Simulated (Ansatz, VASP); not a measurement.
# One calculation of B, two programs

```
B
1.0
    -1.35662    1.35662    3.35718
     1.35662   -1.35662    3.35718
     1.35662    1.35662   -3.35718
B
3
Direct
  0.37990 0.37990 0.00000
  0.75000 0.25000 0.50000
  0.62010 0.62010 0.00000
```

Alike in both runs: task single point; functional PBE; k mesh 8 × 8 × 8; occupations gaussian, width 0.1 eV; no spin polarisation.

```csv
,VASP,Ansatz
version,VASP 6.6.1,Ansatz 0.2.0
potentials or method,"VASP PAW PBE potentials, release 64 (B), cutoff 520 eV","scalar-relativistic, plane waves, PAW"
valence electrons in the cell,9,9
```

|  | VASP | Ansatz | Ansatz less VASP |
| --- | --- | --- | --- |
| gap on the k mesh at the Fermi level (eV) | none | none | - |
| rms of the force components (eV/Å) | 0.030 | 0.032 | +0.0025 |

Atom by atom the forces differ by 0.003 eV/Å (rms over components). A gap of «none» marks a metal or a gap that the smearing closes.

The k mesh is coarse, so the values compare programs but aren't converged.
